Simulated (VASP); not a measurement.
Runs of VASP 6.6.1 on Zr3NbTe2. The structure is that of space group P6/mmm (No. 191), or close to it. The cells are those of the table. The cell was generated, and may not be a known phase.

```tsv
task	cell	k mesh	cutoff (eV)	gap on the mesh (eV)	pressure (GPa)	relaxed volume (Å³/atom)
single point	a = 5.834, b = 5.834, c = 4.795 Å, angles 90.0, 90.0, 120.0°, 6 atoms	6 × 6 × 8	520	none	0.0	-
relaxation of cell and atoms	relaxed from a = 5.884, b = 5.884, c = 4.747 Å, angles 90.0, 90.0, 120.0°, 6 atoms	6 × 6 × 8	600	none	0.0	23.56
relaxation of cell and atoms	relaxed from a = 6.384, b = 6.384, c = 3.589 Å, angles 90.0, 90.0, 120.0°, 6 atoms	3 × 3 × 6	600	none	0.1	23.71
single point	a = 6.384, b = 6.384, c = 3.589 Å, angles 90.0, 90.0, 120.0°, 6 atoms	3 × 3 × 6	520	none	(a)	-
single point	a = 5.884, b = 5.884, c = 4.747 Å, angles 90.0, 90.0, 120.0°, 6 atoms	3 × 3 × 6	520	none	0.1	-
```

Alike in all rows: level PBE; potentials or basis VASP PAW PBE potentials, release 64 (Zr_sv, Nb_sv, Te); no spin polarisation; smearing gaussian 0.1 eV.

Task: Fill in the values left out.

Result: (a) 33.6.

Caveats: some runs use coarse meshes; spin-orbit coupling is left out, which moves the levels of the heavy elements; a cell axis changed by over 15 % at a fixed basis, so the end point is rough (at least some runs).

A k mesh can miss the band edges, and the runs leave out spin-orbit coupling on Nb, Te, Zr.

A gap of «none» marks levels without a gap at the run's occupations.
